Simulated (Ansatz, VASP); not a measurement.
## One calculation of SiO2, two programs

```xyz
6
Lattice="4.3312 0.0000 0.0000 0.0000 4.3312 0.0000 0.0000 0.0000 2.5284" Properties=species:S:1:pos:R:3 pbc="T T T"
Si    2.1656    2.1656    1.2642
Si    0.0000    0.0000    0.0000
O     3.0016    3.0016    0.0000
O     0.8360    3.4952    1.2642
O     1.3296    1.3296    0.0000
O     3.4952    0.8360    1.2642
```

Alike in both runs: task single point; functional PBE; k mesh 6 × 6 × 8; occupations gaussian, width 0.05 eV; no spin polarisation.

|  | VASP | Ansatz |
| --- | --- | --- |
| version | VASP 6.6.1 | Ansatz 0.2.0 |
| potentials or method | VASP PAW PBE potentials, release 64 (Si, O), cutoff 520 eV | scalar-relativistic, plane waves, PAW |
| valence electrons in the cell | 32 | 32 |

Ansatz gave:

* gap on the k mesh at the Fermi level (eV): 5.58
* least direct gap on the mesh (eV): 5.58
* pressure (GPa): 11.3
* traceless stress, the component that is largest in VASP (GPa): 29.55
* rms of the force components (eV/Å): 0.215

**Question.** Which values does VASP return?

**Answer.** gap on the k mesh at the Fermi level (eV): 5.55; least direct gap on the mesh (eV): 5.55; pressure (GPa): 11.6; traceless stress, the component that is largest in VASP (GPa): 30.29; rms of the force components (eV/Å): 0.193.

Atom by atom the forces differ by 0.021 eV/Å (rms over components).
